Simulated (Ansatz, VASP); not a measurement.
## Two plane-wave programs on Sn

```
Sn
1.0
     3.40976    0.00000    0.00000
    -1.70488    2.95294    0.00000
     0.00000    0.00000    5.51381
Sn
2
Direct
  0.33333 0.66667 0.25000
  0.66667 0.33333 0.75000
```

Alike in both runs: task relaxation of cell and atoms; functional PBE; k mesh 12 × 12 × 8; occupations gaussian, width 0.1 eV; no spin polarisation.

```csv
,VASP,Ansatz
version,VASP 6.6.1,Ansatz 0.2.0
potentials or method,"VASP PAW PBE potentials, release 64 (Sn_d), cutoff 600 eV","scalar-relativistic, plane waves, PAW"
valence electrons in the cell,28,28
```

|  | VASP | Ansatz | Ansatz less VASP |
| --- | --- | --- | --- |
| gap on the k mesh at the Fermi level, each at its own relaxed structure (eV) | none | none | - |
| relaxed volume (Å³/atom) | 27.74 | 27.73 | -0.015 |
| relaxed length of the cell vector where the two differ most in proportion (Å) | 5.587 | 5.591 | +0.0046 |

A gap of «none» marks a metal or a gap that the smearing closes.
